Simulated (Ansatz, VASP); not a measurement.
**Two plane-wave programs on C**

```
C
1.0
     2.49827    0.00000    0.00000
    -1.24913    2.16356    0.00000
     0.00000    0.00000    4.22300
C
4
Direct
  0.33333 0.66667 0.99974
  0.66667 0.33333 0.49974
  0.33333 0.66667 0.37426
  0.66667 0.33333 0.87426
```

Change from the starting cell: strained cell.

Alike in both runs: functional PBEsol; k mesh 9 × 9 × 6; occupations gaussian, width 0.02 eV; no spin polarisation.

Ansatz relaxed the structure, and its values are those at the end. VASP's run is a single point on that final structure, the one shown.

|  | VASP | Ansatz |
| --- | --- | --- |
| version | VASP 6.6.1 | Ansatz 0.2.0 |
| potentials or method | VASP PAW PBE potentials, release 64 (C), cutoff 520 eV | scalar-relativistic, plane waves, PAW |
| valence electrons in the cell | 16 | 16 |

Ansatz gave:

- gap on the k mesh at the Fermi level (eV): 3.11
- least direct gap on the mesh (eV): 4.85
- pressure (GPa): -6.3
- rms of the force components (eV/Å): 0.001

Task: Estimate VASP's values.

Result: gap on the k mesh at the Fermi level (eV): 3.09; least direct gap on the mesh (eV): 4.85; pressure (GPa): -5.2; rms of the force components (eV/Å): 0.007.

VASP's potentials were made for PBE, not for PBEsol, and Ansatz warns of the same on its side. Ansatz's warnings: stress scf threshold loose.
